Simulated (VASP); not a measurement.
Wanted: the native input for a VASP 6.6.1 run.

```
Task                   : single point
Functional             : PBE
Potentials or basis    : VASP PAW PBE potentials, release 64 (H_h, Si, C_h, F_h)
Cutoff                 : 1010 eV
k mesh                 : 1 × 1 × 1
Occupations            : fermi-dirac, width 0.02 eV
Spin                   : no spin polarisation
Dipole correction      : no
Further INCAR settings : LREAL = Auto; ALGO = Normal; EDIFF = 1e-06; NBANDS = 74; NELMDL = -8
```

The structure of Si20H8CF2 lies in POSCAR:

```
Si20H8CF2
1.0
    7.6791800000      0.0000000000      0.0000000000
    0.0000000000      7.6791800000      0.0000000000
    0.0000000000      0.0000000000     21.2555000000
H Si C F
8 20 1 2
Direct
    0.4093926695      0.0000000000      0.0470466468
    0.0906086327      0.0000000000      0.0470466468
    0.9093939718      0.0000000000      0.0470466468
    0.5906099349      0.0000000000      0.0470466468
    0.4093926695      0.5000013022      0.0470466468
    0.0906086327      0.5000013022      0.0470466468
    0.9093939718      0.5000013022      0.0470466468
    0.5906099349      0.5000013022      0.0470466468
    0.2500006511      0.0000000000      0.0877655195
    0.7500019533      0.0000000000      0.0877655195
    0.2500006511      0.5000013022      0.0877655195
    0.7500019533      0.5000013022      0.0877655195
    0.2503392289      0.2497662511      0.1513020159
    0.7497284866      0.2495839400      0.1512643786
    0.2503392289      0.7505619090      0.1527087107
    0.7496894200      0.7504316867      0.1527040060
   -0.0000130222      0.2468883396      0.2126273200
    0.5000273467      0.2483598509      0.2120815789
   -0.0003646223      0.7568516430      0.2190585966
    0.5004310356      0.7562265763      0.2188327727
    0.0013673335      0.0120455569      0.2839500365
    0.4984256132      0.0123841348      0.2836018913
   -0.0001953334      0.5010691246      0.2788360660
    0.5011342357      0.4998320133      0.2762579097
    0.2501829622      0.0833682763      0.3324127873
    0.7496373311      0.0874702768      0.3315706523
    0.2542068294      0.4003422240      0.3256474795
    0.7464599085      0.3945733789      0.3241325775
    0.5168650819      0.4083769361      0.4300392840
    0.3903802229      0.3640362643      0.4681188398
    0.6465534080      0.4540198302      0.4667921244
```

One way to write it, as run:

INCAR

```
PREC = Accurate
ENCUT = 1010
EDIFF = 1E-6
ISMEAR = -1
SIGMA = 0.02
LREAL = Auto
LASPH = T
NELM = 120
ALGO = Normal
ISIF = 2
LWAVE = F
LCHARG = F
GGA = PE
NBANDS = 74
GGA_COMPAT = F
NELMDL = -8
```

KPOINTS

```
Automatic mesh
0
Gamma
  1 1 1
```

Potentials or basis: VASP PAW PBE potentials, release 64 (H_h, Si, C_h, F_h).

Run with:

```bash
$ cat potpaw_PBE.64/H_h/POTCAR potpaw_PBE.64/Si/POTCAR potpaw_PBE.64/C_h/POTCAR potpaw_PBE.64/F_h/POTCAR > POTCAR
$ mpirun -np 1 vasp_gam > vasp.out
```

It gave:

```yaml
Largest_force: 1.409 eV/Å
```

Caveat: the k points lie up to 0.82 Å⁻¹ apart, too coarse for converged energies, forces and pressures; there is no dipole correction, which matters where the two faces differ.

Wall time 9.8 min on 1 thread of Intel(R) Xeon(R) 6975P-C (Granite Rapids) (shared host), peak memory 2.2 GiB.
